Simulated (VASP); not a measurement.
Input of a VASP 6.6.1 run:

File INCAR:

```
SYSTEM = Pb
ALGO = Normal
EDIFF = 1E-6
ENCUT = 520
GGA = PS
ISIF = 2
ISMEAR = -1
IVDW = 13
LASPH = .True.
LCHARG = .True.
LELF = .True.
LREAL = .False.
LVHAR = .True.
LWAVE = .False.
NBANDS = 13
NELM = 100
PREC = Accurate
SIGMA = 0.05
```

File KPOINTS:

```
k-points
0
Gamma
  9 9 9
  0 0 0
```

The input POSCAR:

```
Pb
1.0
    0.0000000000      2.5235621278      2.5235621278
    2.5235621278      0.0000000000      2.5235621278
    2.5235621278      2.5235621278      0.0000000000
Pb
1
Direct
    0.0000000000      0.0000000000      0.0000000000
```

Potentials or basis: VASP PAW PBE potentials, release 64 (Pb_d).

Run with:

```sh
$ cat potpaw_PBE.64/Pb_d/POTCAR > POTCAR
$ mpirun -np 1 vasp_std > vasp.out
```

(1) Predict the dispersion energy per atom.

(2) Predict the pressure.

Answers

(1) -0.239 eV.

(2) -4.1 GPa.

Caveat: the PAW data sets were made with another functional, which shifts forces and pressure a little; pairwise dispersion overbinds metals, which lowers pressure and volume.
